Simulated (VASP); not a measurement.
A run of VASP 6.6.1 is set up as follows.

File INCAR:

```
  ALGO = Normal
  EDIFF = 1E-6
  EDIFFG = -0.01
  ENCUT = 600
  GGA = PE
  IBRION = 2
  ISIF = 3
  ISMEAR = 0
  LASPH = True
  LCHARG = False
  LREAL = False
  LWAVE = False
  NELM = 80
  NSW = 100
  PREC = Accurate
  SIGMA = 0.1
```

KPOINTS

```
k-points
0
Gamma
  6 6 8
```

The input POSCAR:

```
Li3Si5P
1.0
    7.3651603186      0.0000000000      0.0000000000
   -3.6825801593      6.3784159388      0.0000000000
    0.0000000000      0.0000000000      4.3801737161
Li Si P
3 5 1
Direct
    0.3333333333      0.6666666667      0.0000000000
    0.6666666667      0.3333333333      0.0000000000
    0.0000000000      0.0000000000      0.5000000000
    0.5000000000      0.0000000000      0.0000000000
    0.0000000000      0.5000000000      0.0000000000
    0.5000000000      0.5000000000      0.0000000000
    0.3333333333      0.6666666667      0.5000000000
    0.6666666667      0.3333333333      0.5000000000
    0.0000000000      0.0000000000      0.0000000000
```

Potentials or basis: VASP PAW PBE potentials, release 64 (Li_sv, Si, P).

Run with:

```sh
$ cat potpaw_PBE.64/Li_sv/POTCAR potpaw_PBE.64/Si/POTCAR potpaw_PBE.64/P/POTCAR > POTCAR
$ mpirun -np 1 vasp_std > vasp.out
```

Problem. Predict the relaxed volume.

Solution. 22.97 Å³/atom.

Problem. Estimate the band gap on the k mesh.

Solution. Zero (bands 17 and 18 overlap by 1.41 eV).

Problem. Predict the space group after relaxing (to 0.1 Å).

Solution. P6/mmm (No. 191).

Problem. Predict the relaxed cell.

Solution. a = 7.365 Å, b = 7.365 Å, c = 4.401 Å, α = 90.00°, β = 90.00°, γ = 120.00°.

The path:
```
step  energy change (eV)  largest force (eV/Å)  pressure (GPa)  volume (Å³)
   1              0.0000                0.0000            0.22       205.77
   2             -0.0021                0.0000            0.04       206.72
```

Caveat: the cutoff is under 1.25 times the usual one of these potentials, so pressure, stress and relaxed cells hold a basis-set (Pulay) error.
